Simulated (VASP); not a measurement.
CaIrN2:

```
CELL_PARAMETERS angstrom
1.64885 0.95196 5.00940
-1.64885 0.95196 5.00940
0.00000 -1.90393 5.00940
ATOMIC_POSITIONS crystal
Ca 0.00000 0.00000 0.00000
Ir 0.50000 0.50000 0.50000
N 0.76912 0.76912 0.76912
N 0.23088 0.23088 0.23088
```

* Program: VASP 6.6.1
* Task: relaxation of cell and atoms
* Functional: LDA
* Potentials or basis: VASP PAW LDA potentials, release 64 (Ca_sv, Ir, N)
* Cutoff: 600 eV
* k mesh: 8 × 8 × 8
* Occupations: methfessel-paxton, width 0.1 eV
* Spin: no spin polarisation

At the start: pressure -12.8 GPa; volume 11.79 Å³/atom.

Q: Where does the relaxation end?

A: Over 10 steps the energy falls by 28.3 meV/atom and the volume is 11.11 Å³/atom (-5.8 %); space group R-3m (No. 166, to 0.1 Å) before and after.

Step by step:
```
step  energy change (eV)  largest force (eV/Å)  pressure (GPa)  volume (Å³)
   1              0.0000                0.2706          -12.78        47.18
   2              0.1710                1.0846           26.07        41.04
   3             -0.1095                0.1730           -0.52        44.68
   4             -0.1095                0.1832           -0.25        44.63
   5             -0.1095                0.1935            0.04        44.58
   6             -0.1130                0.0563            0.19        44.43
   7             -0.1132                0.0058            0.28        44.38
   8             -0.1133                0.0107            0.27        44.38
   9             -0.1132                0.0142           -0.43        44.50
  10             -0.1133                0.0008           -0.01        44.43
```

Final structure:
```
Ca Ir N
1.0
     1.61931    0.93491    4.89094
    -1.61931    0.93491    4.89094
     0.00000   -1.86982    4.89094
Ca Ir N
1 1 2
Cartesian
  0.0000 0.0000 0.0000
  0.0000 0.0000 7.3364
  0.0000 0.0000 11.2795
  0.0000 0.0000 3.3933
```

Caveat: an odd number of electrons without spin polarisation forces a metal; a magnetic or distorted state may lie lower.
